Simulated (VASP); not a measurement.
# Na (P2_1/m) in VASP: further runs, part 2 of 2

VASP 6.6.1. Earlier steps stand in the parts before.

## 4. Single point, LDA (atoms displaced along a vibrational mode)

Input file INCAR:

```
ALGO = Fast
EDIFF = 1E-6
ENCUT = 520
ISIF = 2
ISMEAR = 0
LASPH = True
LCHARG = False
LREAL = False
LWAVE = False
NBANDS = 14
NELM = 80
PREC = Accurate
SIGMA = 0.15
```

Input file KPOINTS:

```
k-points
0
Gamma
  12 12 10
```

Input file POSCAR:

```
Na
1.0
    0.0000000000     -3.6205084948      0.0000000000
   -3.6205084948      0.0000000000      0.0000000000
    0.0000000000      0.0000000000     -5.0841636952
Na
2
Direct
    0.5000000000      0.6637891475      0.5199246142
    0.0000000000     -0.1637891475     -0.0199246142
```

Potentials or basis: VASP PAW LDA potentials, release 64 (Na_pv).

Launch:

```sh
$ cat potpaw_LDA.64/Na_pv/POTCAR > POTCAR
$ mpirun -np 1 vasp_std > vasp.out
```

OUTCAR:

```text
EDIFF = 1E-6
   ENCUT = 520
   ISIF = 2
   ISMEAR = 0
   LASPH = True
   LREAL = False
   NELM = 80
   PREC = Accurate

 ion  position               nearest neighbor table
   1  0.500  0.664  0.520-
   2  0.000  0.836  0.980-

  LATTYP: Found a simple tetragonal cell.
 ALAT       =     3.6205084948
 C/A-ratio  =     1.4042678542

  Lattice vectors:

 A1 = (   0.0000000000,  -3.6205084948,   0.0000000000)
 A2 = (  -3.6205084948,   0.0000000000,   0.0000000000)
 A3 = (   0.0000000000,   0.0000000000,  -5.0841636952)

Analysis of symmetry for initial positions (statically):
=====================================================================
 Subroutine PRICEL returns:
 Original cell was already a primitive cell.

 Routine SETGRP: Setting up the symmetry group for a
 simple tetragonal supercell.

 Subroutine GETGRP returns: Found  4 space group operations
 (whereof  2 operations were pure point group operations)
 out of a pool of 16 trial point group operations.

The static configuration has the point symmetry C_1h.
 The point group associated with its full space group is C_2h.

Analysis of symmetry for dynamics (positions and initial velocities):
=====================================================================
 Subroutine PRICEL returns:
 Original cell was already a primitive cell.

 Routine SETGRP: Setting up the symmetry group for a
 simple tetragonal supercell.

 Subroutine GETGRP returns: Found  4 space group operations
 (whereof  2 operations were pure point group operations)
 out of a pool of 16 trial point group operations.

The dynamic configuration has the point symmetry C_1h.
 The point group associated with its full space group is C_2h.

 Subroutine INISYM returns: Found  4 space group operations
 (whereof  2 operations are pure point group operations),
 and found     1 'primitive' translations

----------------------------------------------------------------------------------------

                                     Primitive cell

  volume of cell :      66.6436

  direct lattice vectors                    reciprocal lattice vectors
     0.000000000 -3.620508495  0.000000000     0.000000000 -0.276204296  0.000000000
    -3.620508495  0.000000000  0.000000000    -0.276204296  0.000000000  0.000000000
     0.000000000  0.000000000 -5.084163695     0.000000000  0.000000000 -0.196689182

  length of vectors
     3.620508495  3.620508495  5.084163695     0.276204296  0.276204296  0.196689182

  position of ions in fractional coordinates (direct lattice)
     0.500000000  0.663789147  0.519924614
     0.000000000  0.836210853  0.980075386

  ion indices of the primitive-cell ions
   primitive index   ion index
                 1           1
                 2           2

----------------------------------------------------------------------------------------

 KPOINTS: k-points

Automatic generation of k-mesh.
 Grid dimensions read from file:
 generate k-points for:   12   12   10

 Generating k-lattice:

[... 40 lines left out ...]
  0.500000  0.083333  0.000000      2.000000
 -0.083333  0.500000  0.000000      2.000000
 [... further k-points ...]
   k-points           NKPTS =    434   k-points in BZ     NKDIM =    434   number of bands    NBANDS=     14
   number of dos      NEDOS =    301   number of ions     NIONS =      2
   total plane-waves  NPLWV =  31360
   dimension x,y,z NGX =    28 NGY =   28 NGZ =   40
   dimension x,y,z NGXF=    56 NGYF=   56 NGZF=   80
   ions per type =               2
   NGX,Y,Z   is equivalent  to a cutoff of  12.86, 12.86, 13.08 a.u.
   NGXF,Y,Z  is equivalent  to a cutoff of  25.71, 25.71, 26.16 a.u.
 SYSTEM =  unknown system
   PREC   = accura    normal or accurate (medium, high low for compatibility)
   ISTART =      0    job   : 0-new  1-cont  2-samecut
   ICHARG =      2    charge: 1-file 2-atom 10-const
   ISPIN  =      1    spin polarized calculation?
   LNONCOLLINEAR =      F non collinear calculations
   LSORBIT =      F    spin-orbit coupling
   LASPH  =      T    aspherical Exc in radial PAW
   ENCUT  =  520.0 eV  38.22 Ry    6.18 a.u.   6.73  6.73  9.45*2*pi/ulx,y,z
   NELM   =     80;   NELMIN=  2; NELMDL= -5     # of ELM steps
   EDIFF  = 0.1E-05   stopping-criterion for ELM
   LREAL  =      F    real-space projection
   EDIFFG = 0.1E-04   stopping-criterion for IOM
   NSW    =      0    number of steps for IOM
   IBRION =     -1    ionic relax: 0-MD 1-quasi-New 2-CG
   NFREE  =      0    steps in history (QN), initial steepest desc. (CG)
   ISIF   =      2    stress and relaxation
   ISYM   =      2    0-nonsym 1-usesym 2-fastsym
   POTIM  = 0.5000    time-step for ionic-motion
   TEBEG  =    0.0;   TEEND  =   0.0 temperature during run
   PSTRESS=    0.0 pullay stress
   NELECT =      14.0000    total number of electrons
   NUPDOWN=      -1.0000    fix difference up-down
   EMIN   =  10.00;   EMAX   =-10.00  energy-range for DOS
   EFERMI =   0.00;   METHOD = LEGACY
   ISMEAR =     0;   SIGMA  =   0.15  broadening in eV -4-tet -1-fermi 0-gaus
   EFERMI_NEDOS =   21; number of points for ismear=-14 and -15
   IALGO  =     68    algorithm
   IMIX   =      4    mixing-type and parameters
     AMIX     =   0.40;   BMIX     =  1.00
     AMIX_MAG =   1.60;   BMIX_MAG =  1.00
  volume/ion in A,a.u.               =      33.32       224.87
  Fermi-wavevector in a.u.,A,eV,Ry     =   0.973191  1.839064 12.886080  0.947100
  Thomas-Fermi vector in A             =   2.103550
   LORBIT       =      0    0 simple, 1 ext, 2 COOP (PROOUT), +10 PAW based schemes
   GGA     = CA    functional components
   LHFCALC =     F    Hartree Fock is set to
   AEXX    =    0.0000 exact exchange contribution
   IVDW    =     0    specifies the selected vdW correction
   LEPSILON=     F    determine dielectric tensor
   LRPA    =     F    only Hartree local field effects (RPA)
 non-spin polarized calculation
 RMM-DIIS sequential band-by-band and
 Gauss-broadening in eV      SIGMA  =   0.15
  energy-cutoff  :      520.00
  volume of cell :       66.64
 maximum number of plane-waves:      1844
   NGX = 13   NGY = 13   NGZ = 19

 number of electron      14.0000017 magnetization

 Free energy of the ion-electron system (eV)
  ---------------------------------------------------
  ext. energy  EPLUGINS =         0.00000000
  ---------------------------------------------------
  free energy    TOTEN  =        -2.67429651 eV

  energy without entropy =       -2.66432120  energy(sigma->0) =       -2.66930885

 E-fermi :   0.4868     XC(G=0):  -7.0145

 val. band max:        0.4733324010   @ k =  -0.3333   0.4167   0.2000
 cond. band min:       0.4946740735   @ k =  -0.1667   0.5000   0.2000
 fundamental gap:      0.0213416726
 Fermi energy:         0.4867740114

 k-point     1 :       0.0000    0.0000    0.0000
  band No.  band energies     occupation
      1     -24.6266      2.00000
      2     -24.5634      2.00000
      3     -24.5235      2.00000
      4     -24.5119      2.00000
      5     -24.5100      2.00000
      6     -24.5070      2.00000
      7      -3.0331      2.00000
      8       2.4063      0.00000
      9       3.0004      0.00000
     10       7.4096      0.00000
     11       7.8157      0.00000
     12       8.0195      0.00000
     13       8.8787      0.00000
     14      11.9339      0.00000
[... 377 lines left out ...]
      1     -24.6206      2.00000
      2     -24.5630      2.00000
      3     -24.5522      2.00000
      4     -24.5342      2.00000
      5     -24.5106      2.00000
      6     -24.5079      2.00000
      7      -0.1822      2.00000
      8       0.0572      1.99995
      9       4.8340      0.00000
     10       5.2535      0.00000
     11       5.7865      0.00000
     12       5.8572      0.00000
     13       9.0480      0.00000
     14       9.7158      0.00000

 [... further k-points ...]

------------------------ aborting loop because EDIFF is reached ----------------------------------------

  FORCE on cell =-STRESS in cart. coord.  units (eV):
  Direction    XX          YY          ZZ          XY          YZ          ZX
  --------------------------------------------------------------------------------------
  -------------------------------------------------------------------------------------
  Total       -0.5612960      0.5538676      0.9760258      0.0000000      0.0000000      0.1608027
  in kB      -13.4940992     13.3155129     23.4646040      0.0000000      0.0000000      3.8658533
  external PRESSURE =       7.7620059 kB  Pullay stress =       0.0000000 kB

 VOLUME and BASIS-vectors are now :
 -----------------------------------------------------------------------------
  energy-cutoff  :      520.00
  volume of cell :       66.64
      direct lattice vectors                 reciprocal lattice vectors
     0.000000000 -3.620508495  0.000000000     0.000000000 -0.276204296  0.000000000
    -3.620508495  0.000000000  0.000000000    -0.276204296  0.000000000  0.000000000
     0.000000000  0.000000000 -5.084163695     0.000000000  0.000000000 -0.196689182

 POSITION                                       TOTAL-FORCE (eV/Angst)
 -----------------------------------------------------------------------------------
     -2.40325     -1.81025     -2.64338         0.239806      0.000000      0.294534
     -3.02751      0.00000     -4.98286        -0.239806      0.000000     -0.294534
 -----------------------------------------------------------------------------------
    total drift:                               -0.000000     -0.000000      0.000000

  FREE ENERGIE OF THE ION-ELECTRON SYSTEM (eV)
  ---------------------------------------------------
  free  energy   TOTEN  =        -2.6742965119 eV

  energy  without entropy=       -2.6643211952  energy(sigma->0) =       -2.66930885
```

OSZICAR:

```text
N       E                     dE             d eps       ncg     rms          rms(c)
DAV:   1     0.971027553848E+02    0.97103E+02   -0.71762E+03 12152   0.110E+03
DAV:   2     0.914823724844E+00   -0.96188E+02   -0.95084E+02 12578   0.277E+02
DAV:   3    -0.263406089625E+01   -0.35489E+01   -0.35456E+01 15284   0.601E+01
DAV:   4    -0.268099642159E+01   -0.46936E-01   -0.46934E-01 13442   0.746E+00
DAV:   5    -0.268201920684E+01   -0.10228E-02   -0.10228E-02 15488   0.111E+00    0.326E-01
RMM:   6    -0.267700518132E+01    0.50140E-02   -0.15219E-03 15395   0.432E-01    0.205E-01
RMM:   7    -0.267428910080E+01    0.27161E-02   -0.24271E-03 15218   0.439E-01    0.397E-02
RMM:   8    -0.267428112399E+01    0.79768E-05   -0.73948E-04 16076   0.419E-01    0.144E-02
RMM:   9    -0.267429473508E+01   -0.13611E-04   -0.26984E-04 16985   0.174E-01    0.109E-02
RMM:  10    -0.267429400496E+01    0.73013E-06   -0.82111E-05 16666   0.137E-01    0.542E-03
RMM:  11    -0.267429632633E+01   -0.23214E-05   -0.25641E-05 17173   0.536E-02    0.228E-03
RMM:  12    -0.267429651186E+01   -0.18553E-06   -0.53155E-06 12754   0.293E-02
   1 F= -.26742965E+01 E0= -.26693089E+01  d E =-.997532E-02
```

Run time: 3.3 min. Hardware: 1 thread of Intel Xeon Platinum 8488C (Sapphire Rapids), shared host; peak memory 0.37 GiB.

What came out:

| Item | Value |
| --- | --- |
| Free energy | -2.6743 eV |
| Pressure | 0.8 GPa |
| Largest force | 0.380 eV/Å |
| Band gap on the k mesh | zero (bands 7 and 8 overlap by 4.81 eV) |

Forces in eV/Å, atoms in the order of the input:
```
Na   0.240  0.000  0.295
Na  -0.240  0.000 -0.295
```

Caveat: the cell differs from its parent crystal (atoms displaced along a vibrational mode).

## 5. Single point, LDA (atoms displaced along a vibrational mode)

Input file INCAR:

```
SYSTEM = Na
PREC = Accurate ; ENCUT = 520
EDIFF = 1E-6 ; ISMEAR = 0
SIGMA = 0.15 ; LREAL = .FALSE.
LASPH = .TRUE. ; NELM = 60
ALGO = Fast ; ISIF = 2
LWAVE = .FALSE. ; LCHARG = .FALSE.
GGA = CA ; NBANDS = 14
```

Input file KPOINTS:

```
regular mesh
0
G
  12 12 10
  0 0 0
```

Input file POSCAR:

```
Na
1.0
    0.0000000000     -3.6205084948      0.0000000000
   -3.6205084948      0.0000000000      0.0000000000
    0.0000000000      0.0000000000     -5.0841636952
Na
2
Direct
    0.5000000000      0.6091835582      0.5597935114
    0.0000000000     -0.1091835582     -0.0597935114
```

Launch:

```sh
$ cat potpaw_LDA.64/Na_pv/POTCAR > POTCAR
$ mpirun -np 1 vasp_std > vasp.out
```

Run time: 4 min. Hardware: 1 thread of Intel Xeon Platinum 8488C (Sapphire Rapids), shared host; peak memory 0.38 GiB.

The run converged. Its results:

- Free energy: -2.5822 eV
- Pressure: 1.3 GPa
- Largest force: 0.827 eV/Å
- Band gap on the k mesh: zero (bands 7 and 8 overlap by 4.43 eV)

Forces in eV/Å, atoms in the order of the input:
```
Na   0.386  0.000  0.731
Na  -0.386  0.000 -0.731
```

Stress tensor (GPa, compression positive):
```
-0.07  0.00  1.27
 0.00  2.13  0.00
 1.27  0.00  1.86
```

Levels at points of the mesh, in eV from the Fermi level:
```
           k point  band 3  band 4  band 5  band 6  band 7  band 8  band 9  band 10  band 11  band 12
(0.00, 0.00, 0.00)  -25.05  -25.04  -25.02  -25.02   -3.53    2.06    2.40     6.55     7.40     7.48
(0.50, 0.00, 0.00)  -25.04  -25.04  -25.03  -25.03   -0.65   -0.65    4.60     4.60     5.33     5.33
(0.00, 0.50, 0.00)  -25.08  -25.04  -25.03  -25.03   -0.71   -0.58    4.50     4.77     5.19     5.28
(0.50, 0.50, 0.00)  -25.06  -25.06  -25.03  -25.03    1.86    1.86    2.35     2.35     6.77     6.77
(0.00, 0.00, 0.50)  -25.06  -25.03  -25.03  -25.03   -2.36   -1.67    7.26     7.96     8.02     8.30
(0.50, 0.00, 0.50)  -25.04  -25.04  -25.02  -25.02    0.41    0.41    1.22     1.22    10.21    10.21
(0.00, 0.50, 0.50)  -25.09  -25.04  -25.03  -25.03    0.42    0.47    1.07     1.28     9.79    10.39
(0.50, 0.50, 0.50)  -25.06  -25.06  -25.02  -25.02    2.76    2.76    3.13     3.13     3.73     3.73
```

Caveat: the cell differs from its parent crystal (atoms displaced along a vibrational mode).

## 6. Overview

```tsv
cell	further INCAR settings	gap on the mesh (eV)	pressure (GPa)	largest force (eV/Å)
as given, atomic positions A	ALGO = Fast; EDIFF = 1e-06; NBANDS = 14	none	1.0	0.63
as given, atomic positions B	ALGO = Fast; EDIFF = 1e-07; NBANDS = 14	none	0.2	0.25
as given, atomic positions C	ALGO = Fast; EDIFF = 1e-06; NBANDS = 14	none	0.8	0.38
as given, atomic positions D	ALGO = Fast; EDIFF = 1e-06; NBANDS = 14	none	1.3	0.83
```

Alike in all rows: task single point; level LDA; potentials or basis VASP PAW LDA potentials, release 64 (Na_pv); no spin polarisation; k mesh 12 × 12 × 10; cutoff (eV) 520; smearing gaussian 0.15 eV.

Total energies depend on the potentials used, so only differences within one code and one set of settings carry meaning.
